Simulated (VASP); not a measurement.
The system is Cu3GeS4.

```
Ge Cu S
1.0
     5.37526    0.00000    0.00000
     0.00000    5.37526    0.00000
     0.00000    0.00000    5.37526
Ge Cu S
1 3 4
Direct
  0.00000 0.00000 0.00000
  0.50000 0.00000 0.00000
  0.00000 0.50000 0.00000
  0.00000 0.00000 0.50000
  0.23500 0.23500 0.23500
  0.23500 0.76500 0.76500
  0.76500 0.76500 0.23500
  0.76500 0.23500 0.76500
```

Base run:

```yaml
Program: VASP 6.6.1
Functional: PBE
Potentials_or_basis: VASP PAW PBE potentials, release 64 (Ge_d, Cu, S)
Cutoff: 520 eV
k_mesh: 4 × 4 × 4
Occupations: fermi-dirac, width 0.1 eV
Spin: no spin polarisation
Hubbard_terms: Cu d U = 4.0 eV
```

Its results: pressure 8.8 GPa; largest force 1.266 eV/Å.

Task: After a change of settings the same cell gave: pressure 8.3 GPa; largest force 1.316 eV/Å. Which change was it?
A. hubbard terms from Cu d U = 4.0 eV to none
B. potentials or basis from VASP PAW PBE potentials, release 64 (Ge_d, Cu, S) to VASP PAW PBE potentials, release 64 (Ge_d, Cu_sv_GW, S); cutoff from 520 eV to 700 eV; further incar settings from ALGO = Normal; EDIFF = 1e-07; NBANDS = 46 to ALGO = Normal; EDIFF = 1e-06; NBANDS = 58; valence electrons from 71 to 95
C. hubbard terms from Cu d U = 4.0 eV to none; further incar settings from ALGO = Normal; EDIFF = 1e-07; NBANDS = 46 to ALGO = Normal; EDIFF = 1e-06; NBANDS = 46

Result: B.

Caveats: U without spin polarisation on a metal has little footing; forces of over 1 eV/Å act on the atoms, so gaps and moduli don't describe the material at rest.
